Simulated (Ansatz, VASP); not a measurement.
**Two plane-wave programs on Cu**

File INCAR:

```
SYSTEM = Cu
  PREC = Accurate
  ENCUT = 520
  EDIFF = 1E-6
  ISMEAR = 0
  SIGMA = 0.15
  LREAL = .FALSE.
  LASPH = .TRUE.
  NELM = 100
  ALGO = Fast
  ISIF = 2
  LWAVE = .FALSE.
  LCHARG = .TRUE.
  GGA = PE
  LELF = .TRUE.
  LVHAR = .TRUE.
  NBANDS = 18
```

KPOINTS

```
regular mesh
0
G
  20 20 20
  0 0 0
```

POSCAR

```
Cu
1.0
    1.2191309519     -3.8115034150      0.0000000000
    1.2191309519      3.8115034150      0.0000000000
    0.0000000000      0.0000000000      2.3773749554
Cu
2
Direct
    0.1340351705      0.8659648295      0.2500000000
    0.8659648295      0.1340351705      0.7500000000
```

Input for Ansatz:

```yaml
crystal:
  lattice:
    - [1.2191309519, -3.811503415, 0.0]
    - [1.2191309519, 3.811503415, 0.0]
    - [0.0, 0.0, 2.3773749554]
  atoms:
    - { symbol: Cu, position: [0.1340351705, 0.8659648295, 0.25] }
    - { symbol: Cu, position: [0.8659648295, 0.1340351705, 0.75] }
basis:
  ecutwfc: 520.0
kpoints:
  mp_grid: { grid: [20, 20, 20] }
hamiltonian:
  xc: pbe
  pseudopotentials: { kind: paw, azcp: { folder: soft_1 } }
scf:
  occupations: { method: gaussian, width: 0.15 }
output:
  forces: true
  stress: true
  eigenvalues: true
```

Change from the starting cell: volume 11.047 Å^3 an atom, stretch along a over the lengths across it, relative to the relaxed cell 1.0409.

Alike in both runs: task single point; functional PBE; k mesh 20 × 20 × 20; occupations gaussian, width 0.15 eV; no spin polarisation.

|  | VASP | Ansatz |
| --- | --- | --- |
| version | VASP 6.6.1 | Ansatz 0.2.0 |
| potentials or method | VASP PAW PBE potentials, release 64 (Cu), cutoff 520 eV | scalar-relativistic, plane waves, PAW |
| valence electrons in the cell | 22 | 38 |

|  | VASP | Ansatz | Ansatz less VASP |
| --- | --- | --- | --- |
| gap on the k mesh at the Fermi level (eV) | none | none | - |
| pressure (GPa) | 24.9 | 23.6 | -1.31 |
| traceless stress, the component that is largest in VASP (GPa) | -10.67 | -10.56 | +0.116 |
| rms of the force components (eV/Å) | 0.014 | 0.009 | -0.0044 |

Atom by atom the forces differ by 0.004 eV/Å (rms over components). A gap of «none» marks a metal or a gap that the smearing closes. VASP's potentials hold 22 valence electrons a cell and Ansatz's 38, so a difference there can come from the potentials and not from the codes.
